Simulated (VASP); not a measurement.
# LiMg (P4/mmm) in VASP: relaxation of cell and atoms with LDA

Aim: the relaxation of cell and atoms of LiMg with LDA.

Program: VASP 6.6.1. These are calculated values, not measurements. Logs are shortened: lines on timing, memory, paths and dates and some standing lists are left out, and cuts for length are marked.

**1. The cell of the first run**

It takes space group P4/mmm (No. 123, tetragonal). Conventional cell: a = 3.378 Å, b = 3.378 Å, c = 3.553 Å, α = 90.00°, β = 90.00°, γ = 90.00°. Li (site symmetry 4/mmm) has 8 Mg at 2.98 Å and 6 Li at 3.38 to 3.55 Å within 3.9 Å. Mg (site symmetry 4/mmm) has 8 Li at 2.98 Å and 6 Mg at 3.38 to 3.55 Å within 3.9 Å.

**2. Relaxation of cell and atoms, LDA**

Input file INCAR:

```
ALGO = Normal
EDIFF = 1E-7
EDIFFG = -0.03
ENCUT = 880
GGA = CA
GGA_COMPAT = False
IBRION = 2
ISIF = 3
ISMEAR = -1
LASPH = True
LCHARG = False
LREAL = False
LWAVE = False
NELM = 120
NELMIN = 4
NSW = 80
PREC = Accurate
SIGMA = 0.02
```

Input file KPOINTS:

```
k-points
0
Gamma
  12 12 12
```

Input file POSCAR:

```
LiMg
1.0
    3.3781850000      0.0000000000      0.0000000000
    0.0000000000      3.3781850000      0.0000000000
    0.0000000000      0.0000000000      3.5526100000
Li Mg
1 1
Direct
    0.0000000000      0.0000000000      0.0000000000
    0.5000000000      0.5000000000      0.5000000000
```

Potentials or basis: VASP PAW LDA potentials, release 64 (Li_sv, Mg_sv).

Run with:

```sh
$ cat potpaw_LDA.64/Li_sv/POTCAR potpaw_LDA.64/Mg_sv/POTCAR > POTCAR
$ mpirun -np 1 vasp_std > vasp.out
```

OUTCAR:

```text
EDIFF = 1E-7
   EDIFFG = -0.03
   ENCUT = 880
   GGA = CA
   IBRION = 2
   ISIF = 3
   ISMEAR = -1
   LASPH = True
   LREAL = False
   NELM = 120
   NELMIN = 4
   NSW = 80
   PREC = Accurate

 ion  position               nearest neighbor table
   1  0.000  0.000  0.000-
   2  0.500  0.500  0.500-

  LATTYP: Found a simple tetragonal cell.
 ALAT       =     3.3781850000
 C/A-ratio  =     1.0516327555

  Lattice vectors:

 A1 = (   3.3781850000,   0.0000000000,   0.0000000000)
 A2 = (   0.0000000000,   3.3781850000,   0.0000000000)
 A3 = (   0.0000000000,   0.0000000000,   3.5526100000)

Analysis of symmetry for initial positions (statically):
=====================================================================
 Subroutine PRICEL returns:
 Original cell was already a primitive cell.

 Routine SETGRP: Setting up the symmetry group for a
 simple tetragonal supercell.

 Subroutine GETGRP returns: Found 16 space group operations
 (whereof 16 operations were pure point group operations)
 out of a pool of 16 trial point group operations.

The static configuration has the point symmetry D_4h.

Analysis of symmetry for dynamics (positions and initial velocities):
=====================================================================
 Subroutine PRICEL returns:
 Original cell was already a primitive cell.

 Routine SETGRP: Setting up the symmetry group for a
 simple tetragonal supercell.

 Subroutine GETGRP returns: Found 16 space group operations
 (whereof 16 operations were pure point group operations)
 out of a pool of 16 trial point group operations.

The dynamic configuration has the point symmetry D_4h.

 Subroutine INISYM returns: Found 16 space group operations
 (whereof 16 operations are pure point group operations),
 and found     1 'primitive' translations

----------------------------------------------------------------------------------------

                                     Primitive cell

  volume of cell :      40.5429

  direct lattice vectors                    reciprocal lattice vectors
     3.378185000  0.000000000  0.000000000     0.296016944  0.000000000  0.000000000
     0.000000000  3.378185000  0.000000000     0.000000000  0.296016944  0.000000000
     0.000000000  0.000000000  3.552610000     0.000000000  0.000000000  0.281483191

  length of vectors
     3.378185000  3.378185000  3.552610000     0.296016944  0.296016944  0.281483191

  position of ions in fractional coordinates (direct lattice)
     0.000000000  0.000000000  0.000000000
     0.500000000  0.500000000  0.500000000

  ion indices of the primitive-cell ions
   primitive index   ion index
                 1           1
                 2           2

----------------------------------------------------------------------------------------

 KPOINTS: k-points

Automatic generation of k-mesh.
 Grid dimensions read from file:
 generate k-points for:   12   12   12

 Generating k-lattice:

  Cartesian coordinates                     Fractional coordinates (reciprocal lattice)
     0.024668079  0.000000000  0.000000000     0.083333333  0.000000000  0.000000000
     0.000000000  0.024668079  0.000000000     0.000000000  0.083333333  0.000000000
     0.000000000  0.000000000  0.023456933     0.000000000  0.000000000  0.083333333

  Length of vectors
     0.024668079  0.024668079  0.023456933

  Shift w.r.t. Gamma in fractional coordinates (k-lattice)
     0.000000000  0.000000000  0.000000000

 Subroutine IBZKPT returns following result:
 ===========================================

 Found    196 irreducible k-points:

 Following reciprocal coordinates:
            Coordinates               Weight
  0.000000  0.000000  0.000000      1.000000
  0.083333  0.000000  0.000000      4.000000
  0.166667  0.000000  0.000000      4.000000
  0.250000  0.000000  0.000000      4.000000
  0.333333  0.000000  0.000000      4.000000
  0.416667  0.000000  0.000000      4.000000
[... 16 lines left out ...]
  0.333333  0.333333  0.000000      4.000000
  0.416667  0.333333  0.000000      8.000000
 [... further k-points ...]
   k-points           NKPTS =    196   k-points in BZ     NKDIM =    196   number of bands    NBANDS=     10
   number of dos      NEDOS =    301   number of ions     NIONS =      2
   total plane-waves  NPLWV =  46656
   dimension x,y,z NGX =    36 NGY =   36 NGZ =   36
   dimension x,y,z NGXF=    72 NGYF=   72 NGZF=   72
   ions per type =               1   1
   NGX,Y,Z   is equivalent  to a cutoff of  17.72, 17.72, 16.85 a.u.
   NGXF,Y,Z  is equivalent  to a cutoff of  35.43, 35.43, 33.69 a.u.
 SYSTEM =  unknown system
   PREC   = accura    normal or accurate (medium, high low for compatibility)
   ISTART =      0    job   : 0-new  1-cont  2-samecut
   ICHARG =      2    charge: 1-file 2-atom 10-const
   ISPIN  =      1    spin polarized calculation?
   LNONCOLLINEAR =      F non collinear calculations
   LSORBIT =      F    spin-orbit coupling
   LASPH  =      T    aspherical Exc in radial PAW
   ENCUT  =  880.0 eV  64.68 Ry    8.04 a.u.   8.17  8.17  8.59*2*pi/ulx,y,z
   NELM   =    120;   NELMIN=  4; NELMDL= -5     # of ELM steps
   EDIFF  = 0.1E-06   stopping-criterion for ELM
   LREAL  =      F    real-space projection
   EDIFFG = -.3E-01   stopping-criterion for IOM
   NSW    =     80    number of steps for IOM
   IBRION =      2    ionic relax: 0-MD 1-quasi-New 2-CG
   NFREE  =      1    steps in history (QN), initial steepest desc. (CG)
   ISIF   =      3    stress and relaxation
   ISYM   =      2    0-nonsym 1-usesym 2-fastsym
   POTIM  = 0.5000    time-step for ionic-motion
   TEBEG  =    0.0;   TEEND  =   0.0 temperature during run
   PSTRESS=    0.0 pullay stress
   NELECT =      13.0000    total number of electrons
   NUPDOWN=      -1.0000    fix difference up-down
   EMIN   =  10.00;   EMAX   =-10.00  energy-range for DOS
   EFERMI =   0.00;   METHOD = LEGACY
   ISMEAR =    -1;   SIGMA  =   0.02  broadening in eV -4-tet -1-fermi 0-gaus
   EFERMI_NEDOS =   21; number of points for ismear=-14 and -15
   IALGO  =     38    algorithm
   IMIX   =      4    mixing-type and parameters
     AMIX     =   0.40;   BMIX     =  1.00
     AMIX_MAG =   1.60;   BMIX_MAG =  1.00
  volume/ion in A,a.u.               =      20.27       136.80
  Fermi-wavevector in a.u.,A,eV,Ry     =   1.120515  2.117467 17.082859  1.255555
  Thomas-Fermi vector in A             =   2.257162
   LORBIT       =      0    0 simple, 1 ext, 2 COOP (PROOUT), +10 PAW based schemes
   GGA     = CA    functional components
   LHFCALC =     F    Hartree Fock is set to
   AEXX    =    0.0000 exact exchange contribution
   IVDW    =     0    specifies the selected vdW correction
   LEPSILON=     F    determine dielectric tensor
   LRPA    =     F    only Hartree local field effects (RPA)
 conjugate gradient relaxation of ions
 non-spin polarized calculation
  energy-cutoff  :      880.00
  volume of cell :       40.54
 maximum number of plane-waves:      2448
 NGX is ok and might be reduce to    36
   NGX = 17   NGY = 17   NGZ = 17

--------------------------------------- Ionic step        1  -------------------------------------------

 number of electron      12.9999996 magnetization

 Free energy of the ion-electron system (eV)
  ---------------------------------------------------
  ext. energy  EPLUGINS =         0.00000000
  ---------------------------------------------------
  free energy    TOTEN  =        -3.94916809 eV

  energy without entropy =       -3.94795453  energy(sigma->0) =       -3.94856131

------------------------ aborting loop because EDIFF is reached ----------------------------------------

  FORCE on cell =-STRESS in cart. coord.  units (eV):
  Direction    XX          YY          ZZ          XY          YZ          ZX
  --------------------------------------------------------------------------------------
  -------------------------------------------------------------------------------------
  Total       -0.4499144     -0.4499144     -0.5076650      0.0000000     -0.0000000      0.0000000
  in kB      -17.7797683    -17.7797683    -20.0619632      0.0000000     -0.0000000      0.0000000
  external PRESSURE =     -18.5404999 kB  Pullay stress =       0.0000000 kB
[... 57 lines left out ...]
  energy  without entropy=       -3.9602300417  energy(sigma->0) =       -3.96082039

--------------------------------------- Ionic step        3  -------------------------------------------

 number of electron      13.0000001 magnetization

 Free energy of the ion-electron system (eV)
  ---------------------------------------------------
  ext. energy  EPLUGINS =         0.00000000
  ---------------------------------------------------
  free energy    TOTEN  =        -3.96611495 eV

  energy without entropy =       -3.96494032  energy(sigma->0) =       -3.96552764

 E-fermi :   1.8554     XC(G=0):  -8.5848

 val. band max:        1.8472871620   @ k =   0.5000   0.3333   0.3333
 cond. band min:       1.8816047157   @ k =   0.3333   0.1667   0.0000
 fundamental gap:      0.0343175537
 Fermi energy:         1.8554291022

 k-point     1 :       0.0000    0.0000    0.0000
  band No.  band energies     occupation
      1     -73.1027      2.00000
      2     -43.2783      2.00000
      3     -40.5857      2.00000
      4     -40.5846      2.00000
      5     -40.5846      2.00000
      6      -3.8812      2.00000
      7       6.3253      0.00000
      8       7.4823      0.00000
      9       7.4823      0.00000
     10       7.6238      0.00000
[... 287 lines left out ...]
 k-point    24 :       0.4167    0.3333    0.0000
  band No.  band energies     occupation
      1     -73.1017      2.00000
      2     -43.2731      2.00000
      3     -40.5948      2.00000
      4     -40.5925      2.00000
      5     -40.5841      2.00000
      6      -0.5400      2.00000
      7       1.4445      2.00000
      8       4.1667      0.00000
      9       6.1122      0.00000
     10       9.7667      0.00000

 [... further k-points ...]
[... 5 lines left out ...]
  --------------------------------------------------------------------------------------
  -------------------------------------------------------------------------------------
  Total        0.0343999      0.0343999     -0.0268619      0.0000000     -0.0000000      0.0000000
  in kB        1.4626500      1.4626500     -1.1421419      0.0000000     -0.0000000      0.0000000
  external PRESSURE =       0.5943860 kB  Pullay stress =       0.0000000 kB
[... 17 lines left out ...]
  FREE ENERGIE OF THE ION-ELECTRON SYSTEM (eV)
  ---------------------------------------------------
  free  energy   TOTEN  =        -3.9661149522 eV

  energy  without entropy=       -3.9649403215  energy(sigma->0) =       -3.96552764

 reached required accuracy - stopping structural energy minimisation
```

Run time: 3.1 min. Hardware: 1 thread of AMD EPYC 9R45 (Zen 5), shared host; peak memory 0.28 GiB.

What came out:

* Free energy: -3.9661 eV
* Relaxed volume: 18.84 Å³/atom
* Relaxed cell: a = 3.300 Å, b = 3.300 Å, c = 3.460 Å, α = 90.00°, β = 90.00°, γ = 90.00°
* Space group after relaxing (to 0.1 Å): P4/mmm (No. 123)
* Energy gained by relaxing: 8.5 meV/atom
* Ionic steps: 3
* Pressure after relaxing: 0.1 GPa
* Band gap on the k mesh: zero (an odd number of electrons rules out a gap without spin polarisation)

Step by step:
```csv
step,energy change (eV),largest force (eV/Å),pressure (GPa),volume (Å³)
1,0.0000,0.0000,-1.85,40.54
2,-0.0122,0.0000,-1.01,39.18
3,-0.0169,0.0000,0.06,37.68
```

Final structure:
```
Li Mg
1.0
     3.30011    0.00000    0.00000
     0.00000    3.30011    0.00000
     0.00000    0.00000    3.45996
Li Mg
1 1
Direct
  0.00000 0.00000 0.00000
  0.50000 0.50000 0.50000
```

The gap in the log of VASP goes by the Fermi energy; the results here count the filled bands.